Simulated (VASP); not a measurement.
# Ir (I4/mmm) in VASP: notebook

Ir is run at these levels: PBEsol; tasks: single point.

Everything below comes from runs of VASP 6.6.1. Logs are shortened: lines on timing, memory, paths and dates and some standing lists are left out, and cuts for length are marked.

**1. The cell of the first run**

Symmetry: I4/mmm, No. 139, tetragonal system. The conventional cell has a = 2.752 Å, b = 2.752 Å, c = 3.736 Å, α = 90.00°, β = 90.00°, γ = 90.00°. Within 3.6 Å of Ir (site symmetry 4/mmm) lie 12 Ir at 2.70 to 2.75 Å.

**2. Single point, PBEsol**

INCAR reads:

```
SYSTEM = Ir
PREC     = Accurate       ! precision mode
ENCUT    = 520            ! plane-wave cutoff, eV
EDIFF    = 1E-7           ! SCF threshold, eV
ISMEAR   = 0              ! smearing method
SIGMA    = 0.15           ! smearing width, eV
LREAL    = .False.        ! projectors in reciprocal space
LASPH    = .True.         ! aspherical terms in the spheres
NELM     = 100            ! most SCF steps
ALGO     = Fast           ! electronic algorithm
ISIF     = 2              ! what is computed and relaxed
LWAVE    = .False.        ! write WAVECAR
LCHARG   = .False.        ! write CHGCAR
GGA      = PS             ! functional
NBANDS   = 10             ! bands
```

KPOINTS reads:

```
regular mesh
0
Gamma
  24 24 24
  0 0 0
```

POSCAR reads:

```
Ir
1.0
    0.0000000000      1.9460005285      1.8681605073
    1.9460005285      0.0000000000      1.8681605073
    1.9460005285      1.9460005285      0.0000000000
Ir
1
Direct
    0.0000000000      0.0000000000      0.0000000000
```

Potentials or basis: VASP PAW PBE potentials, release 64 (Ir).

Started as:

```sh
$ cat potpaw_PBE.64/Ir/POTCAR > POTCAR
$ mpirun -np 1 vasp_std > vasp.out
```

OUTCAR:

```text
SYSTEM = Ir
   PREC = Accurate
   ENCUT = 520
   EDIFF = 1E-7
   ISMEAR = 0
   LREAL = .False.
   LASPH = .True.
   NELM = 100
   ISIF = 2
   GGA = PS

 ion  position               nearest neighbor table
   1  0.000  0.000  0.000-

  LATTYP: Found a body centered tetragonal cell.
 ALAT       =     2.7520603398
 C/A-ratio  =     1.3576450198

  Lattice vectors:

 A1 = (   0.0000000000,  -1.9460005285,  -1.8681605073)
 A2 = (   0.0000000000,   1.9460005285,  -1.8681605073)
 A3 = (   1.9460005285,   0.0000000000,   1.8681605073)

Analysis of symmetry for initial positions (statically):
=====================================================================
 Subroutine PRICEL returns:
 Original cell was already a primitive cell.

 Routine SETGRP: Setting up the symmetry group for a
 body centered tetragonal supercell.

 Subroutine GETGRP returns: Found 16 space group operations
 (whereof 16 operations were pure point group operations)
 out of a pool of 16 trial point group operations.

The static configuration has the point symmetry D_4h.

Analysis of symmetry for dynamics (positions and initial velocities):
=====================================================================
 Subroutine PRICEL returns:
 Original cell was already a primitive cell.

 Routine SETGRP: Setting up the symmetry group for a
 body centered tetragonal supercell.

 Subroutine GETGRP returns: Found 16 space group operations
 (whereof 16 operations were pure point group operations)
 out of a pool of 16 trial point group operations.

The dynamic configuration has the point symmetry D_4h.

 Subroutine INISYM returns: Found 16 space group operations
 (whereof 16 operations are pure point group operations),
 and found     1 'primitive' translations

----------------------------------------------------------------------------------------

                                     Primitive cell

  volume of cell :      14.1491

  direct lattice vectors                    reciprocal lattice vectors
     0.000000000  1.946000528  1.868160507    -0.256937238  0.256937238  0.267642956
     1.946000528  0.000000000  1.868160507     0.256937238 -0.256937238  0.267642956
     1.946000528  1.946000528  0.000000000     0.256937238  0.256937238 -0.267642956

  length of vectors
     2.697580719  2.697580719  2.752060340     0.451293962  0.451293962  0.451293962

  position of ions in fractional coordinates (direct lattice)
     0.000000000  0.000000000  0.000000000

  ion indices of the primitive-cell ions
   primitive index   ion index
                 1           1

----------------------------------------------------------------------------------------

 KPOINTS: regular mesh

Automatic generation of k-mesh.
 Grid dimensions read from file:
 generate k-points for:   24   24   24

 Generating k-lattice:

  Cartesian coordinates                     Fractional coordinates (reciprocal lattice)
    -0.010705718  0.010705718  0.011151790     0.041666667  0.000000000  0.000000000
     0.010705718 -0.010705718  0.011151790     0.000000000  0.041666667  0.000000000
     0.010705718  0.010705718 -0.011151790     0.000000000  0.000000000  0.041666667

  Length of vectors
     0.018803915  0.018803915  0.018803915

  Shift w.r.t. Gamma in fractional coordinates (k-lattice)
     0.000000000  0.000000000  0.000000000

 Subroutine IBZKPT returns following result:
 ===========================================

 Found   1063 irreducible k-points:

 Following reciprocal coordinates:
            Coordinates               Weight
  0.000000  0.000000  0.000000      1.000000
  0.041667  0.000000  0.000000      8.000000
  0.083333  0.000000  0.000000      8.000000
  0.125000  0.000000  0.000000      8.000000
  0.166667  0.000000  0.000000      8.000000
  0.208333  0.000000  0.000000      8.000000
[... 16 lines left out ...]
  0.416667  0.041667  0.000000      8.000000
  0.458333  0.041667  0.000000      8.000000
 [... further k-points ...]
   k-points           NKPTS =   1063   k-points in BZ     NKDIM =   1063   number of bands    NBANDS=     10
   number of dos      NEDOS =    301   number of ions     NIONS =      1
   total plane-waves  NPLWV =   8000
   dimension x,y,z NGX =    20 NGY =   20 NGZ =   20
   dimension x,y,z NGXF=    40 NGYF=   40 NGZF=   40
   ions per type =               1
   NGX,Y,Z   is equivalent  to a cutoff of  12.33, 12.33, 12.08 a.u.
   NGXF,Y,Z  is equivalent  to a cutoff of  24.65, 24.65, 24.16 a.u.
 SYSTEM =  Ir
   PREC   = accura    normal or accurate (medium, high low for compatibility)
   ISTART =      0    job   : 0-new  1-cont  2-samecut
   ICHARG =      2    charge: 1-file 2-atom 10-const
   ISPIN  =      1    spin polarized calculation?
   LNONCOLLINEAR =      F non collinear calculations
   LSORBIT =      F    spin-orbit coupling
   LASPH  =      T    aspherical Exc in radial PAW
   ENCUT  =  520.0 eV  38.22 Ry    6.18 a.u.   5.02  5.02  5.12*2*pi/ulx,y,z
   NELM   =    100;   NELMIN=  2; NELMDL= -5     # of ELM steps
   EDIFF  = 0.1E-06   stopping-criterion for ELM
   LREAL  =      F    real-space projection
   EDIFFG = 0.1E-05   stopping-criterion for IOM
   NSW    =      0    number of steps for IOM
   IBRION =     -1    ionic relax: 0-MD 1-quasi-New 2-CG
   NFREE  =      0    steps in history (QN), initial steepest desc. (CG)
   ISIF   =      2    stress and relaxation
   ISYM   =      2    0-nonsym 1-usesym 2-fastsym
   POTIM  = 0.5000    time-step for ionic-motion
   TEBEG  =    0.0;   TEEND  =   0.0 temperature during run
   PSTRESS=    0.0 pullay stress
   NELECT =       9.0000    total number of electrons
   NUPDOWN=      -1.0000    fix difference up-down
   EMIN   =  10.00;   EMAX   =-10.00  energy-range for DOS
   EFERMI =   0.00;   METHOD = LEGACY
   ISMEAR =     0;   SIGMA  =   0.15  broadening in eV -4-tet -1-fermi 0-gaus
   EFERMI_NEDOS =   21; number of points for ismear=-14 and -15
   IALGO  =     68    algorithm
   IMIX   =      4    mixing-type and parameters
     AMIX     =   0.40;   BMIX     =  1.00
     AMIX_MAG =   1.60;   BMIX_MAG =  1.00
  volume/ion in A,a.u.               =      14.15        95.48
  Fermi-wavevector in a.u.,A,eV,Ry     =   1.407923  2.660589 26.970118  1.982248
  Thomas-Fermi vector in A             =   2.530133
   LORBIT       =      0    0 simple, 1 ext, 2 COOP (PROOUT), +10 PAW based schemes
   GGA     = PS    functional components
   LHFCALC =     F    Hartree Fock is set to
   AEXX    =    0.0000 exact exchange contribution
   IVDW    =     0    specifies the selected vdW correction
   LEPSILON=     F    determine dielectric tensor
   LRPA    =     F    only Hartree local field effects (RPA)
 non-spin polarized calculation
 RMM-DIIS sequential band-by-band and
 Gauss-broadening in eV      SIGMA  =   0.15
  energy-cutoff  :      520.00
  volume of cell :       14.15
 maximum number of plane-waves:       393
   NGX =  9   NGY =  9   NGZ = 11

 number of electron       9.0000001 magnetization

 Free energy of the ion-electron system (eV)
  ---------------------------------------------------
  ext. energy  EPLUGINS =         0.00000000
  ---------------------------------------------------
  free energy    TOTEN  =        -9.80553429 eV

  energy without entropy =       -9.79481953  energy(sigma->0) =       -9.80017691

 E-fermi :  10.2390     XC(G=0): -14.1003

 val. band max:       10.2339476497   @ k =   0.4167   0.0417   0.1250
 cond. band min:      10.2392144158   @ k =   0.4583   0.0833   0.2500
 fundamental gap:      0.0052667661
 Fermi energy:        10.2389798125

 k-point     1 :       0.0000    0.0000    0.0000
  band No.  band energies     occupation
      1      -0.9451      2.00000
      2       6.1820      2.00000
      3       6.1820      2.00000
      4       6.6983      2.00000
      5       8.6987      2.00000
      6       9.3882      2.00000
      7      24.5930      0.00000
      8      29.7025      0.00000
      9      29.7025      0.00000
     10      31.0463      0.00000

 k-point     2 :       0.0417    0.0000    0.0000
  band No.  band energies     occupation
      1      -0.8673      2.00000
      2       6.1679      2.00000
      3       6.2161      2.00000
      4       6.7037      2.00000
      5       8.6813      2.00000
      6       9.3605      2.00000
      7      24.7284      0.00000
      8      29.4507      0.00000
      9      29.8286      0.00000
     10      30.9598      0.00000

 k-point     3 :       0.0833    0.0000    0.0000
  band No.  band energies     occupation
      1      -0.6383      2.00000
      2       6.1063      2.00000
      3       6.3100      2.00000
      4       6.7437      2.00000
      5       8.6404      2.00000
      6       9.2869      2.00000
      7      25.1159      0.00000
      8      28.6313      0.00000
      9      30.2006      0.00000
     10      31.1420      0.00000

 k-point     4 :       0.1250    0.0000    0.0000
  band No.  band energies     occupation
      1      -0.2721      2.00000
      2       5.9861      2.00000
      3       6.4362      2.00000
      4       6.8398      2.00000
      5       8.6105      2.00000
      6       9.1956      2.00000
      7      25.6919      0.00000
      8      27.5407      0.00000
      9      30.8001      0.00000
     10      31.6849      0.00000
[... 222 lines left out ...]
 k-point    22 :       0.3750    0.0417    0.0000
  band No.  band energies     occupation
      1       2.1229      2.00000
      2       6.2677      2.00000
      3       6.7151      2.00000
      4       7.0728      2.00000
      5      10.2073      1.23462
      6      10.6098      0.00047
      7      20.5664      0.00000
      8      25.3244      0.00000
      9      31.0490      0.00000
     10      32.6039      0.00000

 k-point    23 :       0.4167    0.0417    0.0000
  band No.  band energies     occupation
      1       2.1721      2.00000
      2       6.1518      2.00000
      3       6.5966      2.00000
      4       7.8791      2.00000
      5      10.6954      0.00002
      6      10.9909      0.00000
      7      19.2209      0.00000
      8      24.7500      0.00000
      9      30.2265      0.00000
     10      31.5611      0.00000

 k-point    24 :       0.4583    0.0417    0.0000
  band No.  band energies     occupation
      1       2.1760      2.00000
      2       6.0677      2.00000
      3       6.5105      2.00000
      4       8.6074      2.00000
      5      11.1229      0.00000
      6      11.2389      0.00000
      7      18.0972      0.00000
      8      24.3832      0.00000
      9      29.7050      0.00000
     10      30.7748      0.00000

 [... further k-points ...]
[... 5 lines left out ...]
  --------------------------------------------------------------------------------------
  -------------------------------------------------------------------------------------
  Total       -0.5614846     -0.5614846      0.7736220      0.0000000      0.0000000      0.0000000
  in kB      -63.5796843    -63.5796843     87.6010455      0.0000000      0.0000000      0.0000000
  external PRESSURE =     -13.1861077 kB  Pullay stress =       0.0000000 kB

 VOLUME and BASIS-vectors are now :
 -----------------------------------------------------------------------------
  energy-cutoff  :      520.00
  volume of cell :       14.15
      direct lattice vectors                 reciprocal lattice vectors
     0.000000000  1.946000528  1.868160507    -0.256937238  0.256937238  0.267642956
     1.946000528  0.000000000  1.868160507     0.256937238 -0.256937238  0.267642956
     1.946000528  1.946000528  0.000000000     0.256937238  0.256937238 -0.267642956

 POSITION                                       TOTAL-FORCE (eV/Angst)
 -----------------------------------------------------------------------------------
      0.00000      0.00000      0.00000        -0.000000      0.000000      0.000000
 -----------------------------------------------------------------------------------
    total drift:                               -0.000000     -0.000000      0.000000

  FREE ENERGIE OF THE ION-ELECTRON SYSTEM (eV)
  ---------------------------------------------------
  free  energy   TOTEN  =        -9.8055342908 eV

  energy  without entropy=       -9.7948195260  energy(sigma->0) =       -9.80017691
```

Wall time 3.5 min (1 thread of AMD EPYC 9R45 (Zen 5), shared host); peak memory 0.23 GiB.

What came out:

```
Free energy : -9.8055 eV
Pressure    : -1.3 GPa
```

Caveat: the PAW data sets were made with another functional, which shifts forces and pressure a little; spin-orbit coupling is left out, which moves the levels of the heavy elements.

**3. Single point, PBEsol**

INCAR reads:

```
SYSTEM = Ir
  PREC = Accurate
  ENCUT = 520
  EDIFF = 1E-7
  ISMEAR = 0
  SIGMA = 0.15
  LREAL = .False.
  LASPH = .True.
  NELM = 60
  ALGO = Fast
  ISIF = 2
  LWAVE = .False.
  LCHARG = .True.
  GGA = PS
  LELF = .True.
  LVHAR = .True.
  NBANDS = 10
```

KPOINTS reads:

```
Automatic mesh
0
Gamma
  24 24 24
  0 0 0
```

POSCAR reads:

```
Ir
1.0
    0.0000000000      1.8887316814      1.9831682655
    1.8887316814      0.0000000000      1.9831682655
    1.8887316814      1.8887316814      0.0000000000
Ir
1
Direct
    0.0000000000      0.0000000000      0.0000000000
```

Potentials or basis: VASP PAW PBE potentials, release 64 (Ir).

Started as:

```sh
$ cat potpaw_PBE.64/Ir/POTCAR > POTCAR
$ mpirun -np 1 vasp_std > vasp.out
```

It took 3.4 min on 1 thread of AMD EPYC 9R45 (Zen 5), shared host; peak memory 0.22 GiB.

The run converged. Its results:

| Property | Result |
| --- | --- |
| Free energy | -9.7967 eV |
| Pressure | -1.1 GPa |

Stress tensor (GPa, compression positive):
```
  5.24   0.00   0.00
  0.00   5.24   0.00
  0.00   0.00 -13.85
```

Levels at points of the mesh, in eV from the Fermi level:
| k point | band 2 | band 3 | band 4 | band 5 | band 6 | band 7 |
| --- | --- | --- | --- | --- | --- | --- |
| (0.00, 0.00, 0.00) | -4.32 | -3.66 | -3.66 | -1.64 | -0.76 | 14.37 |
| (0.50, 0.00, 0.00) | -4.32 | -3.65 | -0.81 | 0.74 | 1.07 | 7.26 |
| (0.50, 0.50, 0.00) | -7.33 | 0.96 | 0.98 | 1.44 | 1.44 | 9.59 |
| (0.50, 0.00, 0.50) | -7.36 | 0.82 | 1.16 | 1.83 | 2.00 | 10.93 |

Caveat: the PAW data sets were made with another functional, which shifts forces and pressure a little; spin-orbit coupling is left out, which moves the levels of the heavy elements.
